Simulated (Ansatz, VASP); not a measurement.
SnO2 in VASP and in Ansatz

INCAR

```
PREC = Accurate
ENCUT = 520
EDIFF = 1E-7
ISMEAR = -1
SIGMA = 0.05
LREAL = F
LASPH = T
NELM = 80
ALGO = Normal
ISIF = 2
LWAVE = F
LCHARG = T
GGA = PE
LELF = T
LVHAR = T
NBANDS = 35
```

The input KPOINTS:

```
Automatic mesh
0
Gamma
  8 8 11
```

The input POSCAR:

```
SnO2
1.0
    4.8270227918      0.0000000000      0.0000000000
    0.0000000000      4.8270227918      0.0000000000
    0.0000000000      0.0000000000      3.2382847993
Sn O
2 4
Direct
    0.0000000000      0.0000000000      0.0000000000
    0.5000000000      0.5000000000      0.5000000000
    0.3065726999      0.3065726999      0.0000000000
    0.6934273001      0.6934273001      0.0000000000
    0.8065726999      0.1934273001      0.5000000000
    0.1934273001      0.8065726999      0.5000000000
```

Input for Ansatz:

```yaml
crystal:
  lattice:
    - [4.8270227918, 0.0, 0.0]
    - [0.0, 4.8270227918, 0.0]
    - [0.0, 0.0, 3.2382847993]
  atoms:
    - { symbol: Sn, position: [0.0, 0.0, 0.0] }
    - { symbol: Sn, position: [0.5, 0.5, 0.5] }
    - { symbol: O, position: [0.3065726999, 0.3065726999, 0.0] }
    - { symbol: O, position: [0.6934273001, 0.6934273001, 0.0] }
    - { symbol: O, position: [0.8065726999, 0.1934273001, 0.5] }
    - { symbol: O, position: [0.1934273001, 0.8065726999, 0.5] }
kpoints:
  mp_grid: { grid: [8, 8, 11] }
  band_path:
    path:
      - [0.0, 0.0, 0.0]
      - [0.0, 0.5, 0.0]
      - [0.5, 0.5, 0.0]
      - [0.0, 0.0, 0.0]
      - [0.0, 0.0, 0.5]
      - [0.0, 0.5, 0.5]
      - [0.5, 0.5, 0.5]
      - [0.0, 0.0, 0.5]
      - [0.0, 0.5, 0.0]
    npoints: 8
scf:
  occupations: { method: fermi_dirac, width: 0.05 }
hamiltonian:
  xc: pbe
  pseudopotentials: { kind: paw }
output:
  forces: true
  stress: true
  eigenvalues: true
  populations: true
  dos: { projected: true, de: 0.2, e_range: [-14, 8] }
```

Change from the starting cell: volume scaled by 1, PAW files.

Alike in both runs: task single point; functional PBE; k mesh 8 × 8 × 11; occupations fermi-dirac, width 0.05 eV; no spin polarisation.

|  | VASP | Ansatz |
| --- | --- | --- |
| version | VASP 6.6.1 | Ansatz 0.2.0 |
| potentials or method | VASP PAW PBE potentials, release 64 (Sn_d, O) | PAW with Ansatz's default frozen-core files, scalar-relativistic |
| plane-wave cutoff (eV) | 520 | 420 |
| valence electrons in the cell | 52 | 52 |

```tsv
	VASP	Ansatz	Ansatz less VASP
pressure (GPa)	0.6	0.0	-0.60
traceless stress, the component that is largest in VASP (GPa)	0.18	-0.01	-0.196
rms of the force components (eV/Å)	0.008	0.000	-0.0074
```

Atom by atom the forces differ by 0.008 eV/Å (rms over components). With one functional, cell and mesh, what is left measures potentials, basis and numerics.
